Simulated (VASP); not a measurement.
Wanted: the native input for a VASP 6.6.1 run.

```yaml
Task: single point
Functional: PBEsol
Potentials_or_basis: VASP PAW PBE potentials, release 64 (W_sv, Co)
Cutoff: 520 eV
k_mesh: 12 × 12 × 12
Occupations: gaussian, width 0.1 eV
Spin: collinear spin
Starting_moments: "[0.22, 0.22, 0.04, 1.47] μB"
Fixed_moment: 1.88 μB
Dipole_correction: no
Further_INCAR_settings: ALGO = Normal; EDIFF = 1e-07; NBANDS = 38
```

The structure of CoW3 lies in POSCAR:

```
CoW3
1.0
    0.0000000000      3.0720842694      3.0720842694
    3.0720842694      0.0000000000      3.0720842694
    3.0720842694      3.0720842694      0.0000000000
W Co
3 1
Direct
    0.2500000000      0.2500000000      0.2500000000
    0.7500000000      0.7500000000      0.7500000000
    0.5000000000      0.5000000000      0.5000000000
    0.0000000000      0.0000000000      0.0000000000
```

The input as run:

INCAR

```
SYSTEM = CoW3
PREC     = Accurate       ! precision mode
ENCUT    = 520            ! plane-wave cutoff, eV
EDIFF    = 1E-7           ! SCF threshold, eV
ISMEAR   = 0              ! smearing method
SIGMA    = 0.1            ! smearing width, eV
LREAL    = .False.        ! projectors in reciprocal space
LASPH    = .True.         ! aspherical terms in the spheres
NELM     = 150            ! most SCF steps
ALGO     = Normal         ! electronic algorithm
ISIF     = 2              ! what is computed and relaxed
LWAVE    = .False.        ! write WAVECAR
LCHARG   = .False.        ! write CHGCAR
ISPIN    = 2              ! spin polarisation
MAGMOM   = 0.22 0.22 0.04 1.47 ! initial moments
LORBIT   = 11             ! projections on sites
NUPDOWN  = 1.88           ! fixed moment
LMAXMIX  = 4              ! l up to which the mixer works
GGA      = PS             ! functional
NBANDS   = 38             ! bands
```

KPOINTS

```
Automatic mesh
0
Gamma
  12 12 12
  0 0 0
```

Potentials or basis: VASP PAW PBE potentials, release 64 (W_sv, Co).

Run with:

```bash
$ cat potpaw_PBE.64/W_sv/POTCAR potpaw_PBE.64/Co/POTCAR > POTCAR
$ mpirun -np 1 vasp_std > vasp.out
```

It gave:

| Property | Result |
| --- | --- |
| Pressure | 1.3 GPa |
| Net moment | 1.88 μB per cell |
| Site moments | W +0.23, +0.05 (each value once); Co +1.30 μB |
| Valence electrons inside the program's atomic spheres | W 12.08, 12.32 (each value once); Co 8.29 |

Caveat: the PAW data sets were made with another functional, which shifts forces and pressure a little; the total moment is fixed, so each spin has its own Fermi level.

Wall time 6.6 min on 1 thread of Intel Xeon 8259CL (shared host), peak memory 0.36 GiB.
